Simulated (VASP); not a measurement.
Here is a VASP 6.6.1 calculation.

The input INCAR:

```
  PREC = Accurate
  ENCUT = 500
  EDIFF = 1E-6
  ISMEAR = 0
  SIGMA = 0.15
  LREAL = F
  LASPH = T
  NELM = 120
  ALGO = Normal
  ISIF = 2
  LWAVE = F
  LCHARG = F
  GGA = PE
  NBANDS = 21
  GGA_COMPAT = F
```

The input KPOINTS:

```
regular mesh
0
Gamma
  3 3 3
```

Contents of POSCAR:

```
Al3Si2I
1.0
    2.1062059170      1.2160185552      8.7481593350
   -2.1062059170      1.2160185552      8.7481593350
    0.0000000000     -2.4320371043      8.7481593358
Al Si I
3 2 1
Direct
    0.2634372549      0.2634372549      0.2634372549
    0.7365627451      0.7365627451      0.7365627451
    0.0000000000      0.0000000000      0.0000000000
    0.3736512073      0.3736512073      0.3736512073
    0.6263487927      0.6263487927      0.6263487927
    0.5000000000      0.5000000000      0.5000000000
```

Potentials or basis: VASP PAW PBE potentials, release 64 (Al, Si, I).

Launch:

```console
$ cat potpaw_PBE.64/Al/POTCAR potpaw_PBE.64/Si/POTCAR potpaw_PBE.64/I/POTCAR > POTCAR
$ mpirun -np 1 vasp_std > vasp.out
```

Question: Predict the band gap on the k mesh.

Answer: 0.07 eV (least direct gap 0.78 eV).

Question: Estimate the largest force.

Answer: 0.029 eV/Å.

Question: Estimate the pressure.

Answer: 0.1 GPa.

Forces on the atoms (eV/Å):
```
Al   0.000  0.000  0.002
Al   0.000  0.000 -0.002
Al   0.000  0.000  0.000
Si   0.000  0.000  0.029
Si   0.000  0.000 -0.029
I    0.000  0.000  0.000
```

Caveat: the k points lie up to 0.58 Å⁻¹ apart; semilocal functionals underestimate gaps, and a narrow one can read as zero; spin-orbit coupling is left out, which moves the levels of the heavy elements. A k mesh can miss the band edges.
